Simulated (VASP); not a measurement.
K: single point with PBEsol

The system is K.

```
K
1.0
    -1.75552    1.75552    1.75552
     1.75552   -1.75552    1.75552
     1.75552    1.75552   -1.75552
K
1
Direct
  0.00000 0.00000 0.00000
```

```
Program                : VASP 6.6.1
Task                   : single point
Functional             : PBEsol
Potentials or basis    : VASP PAW PBE potentials, release 64 (K_sv)
Cutoff                 : 520 eV
k mesh                 : 7 × 7 × 7
Occupations            : fermi-dirac, width 0.05 eV
Spin                   : no spin polarisation
Dipole correction      : no
Further INCAR settings : ALGO = Normal; EDIFF = 1e-06; NBANDS = 10
```

```yaml
Pressure: 30.2 GPa
```

Levels at points of the mesh, in eV from the Fermi level:
```csv
k point,band 2,band 3,band 4,band 5,band 6,band 7,band 8,band 9
"(0.00, 0.00, 0.00)",-15.13,-15.13,-15.13,-3.23,4.64,4.64,4.64,7.02
```

Run time: 2.4 s on 1 thread of Intel(R) Xeon(R) 6975P-C (Granite Rapids), on a shared host, peak memory 0.13 GiB.

Caveat: the k points lie up to 0.36 Å⁻¹ apart; the PAW data sets were made with another functional, which shifts forces and pressure a little.
